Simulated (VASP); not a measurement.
A run of VASP 6.6.1 is set up as follows.

POSCAR

```
Sr
1.0
    4.1376002118      0.0000000000      0.0000000000
   -2.0688001059      3.5832668942      0.0000000000
    0.0000000000      0.0000000000      7.3320000000
Sr
2
Direct
    0.3333333333      0.6666666667      0.2500000000
    0.6666666667      0.3333333333      0.7500000000
```

INCAR.step1

```
PREC = Accurate
ENCUT = 520
ISMEAR = 0
SIGMA = 0.15
LREAL = F
LASPH = T
NELM = 100
NBANDS = 17
GGA = PE
ALGO = Normal
EDIFF = 1E-4
LWAVE = T
LCHARG = F
```

Contents of INCAR.step2:

```
PREC = Accurate
ENCUT = 520
EDIFF = 1E-7
ISMEAR = 0
SIGMA = 0.15
LREAL = F
LASPH = T
NELM = 100
ALGO = Normal
ISIF = 2
LWAVE = F
LCHARG = F
METAGGA = R2SCAN
LMIXTAU = T
NBANDS = 17
ISTART = 1
```

Contents of KPOINTS:

```
regular mesh
0
Gamma
  12 12 8
```

Potentials or basis: VASP PAW PBE potentials, release 64 (Sr_sv).

Run with:

```sh
$ cat potpaw_PBE.64/Sr_sv/POTCAR > POTCAR
$ cp INCAR.step1 INCAR
$ mpirun -np 1 vasp_std > vasp.out
$ cp INCAR.step2 INCAR
$ mpirun -np 1 vasp_std > vasp.out
```

Problem. Estimate the pressure.

Solution. 0.6 GPa.

Problem. Estimate the band gap on the k mesh.

Solution. Zero (bands 10 and 11 overlap by 0.63 eV).

Stress tensor (GPa, compression positive):
```
 1.32  0.00  0.00
 0.00  1.32  0.00
 0.00  0.00 -0.69
```

Caveat: the cell differs from its parent crystal (strain -0.040 along x and y, +0.040 along z); the PAW data sets were made with another functional, which shifts forces and pressure a little.
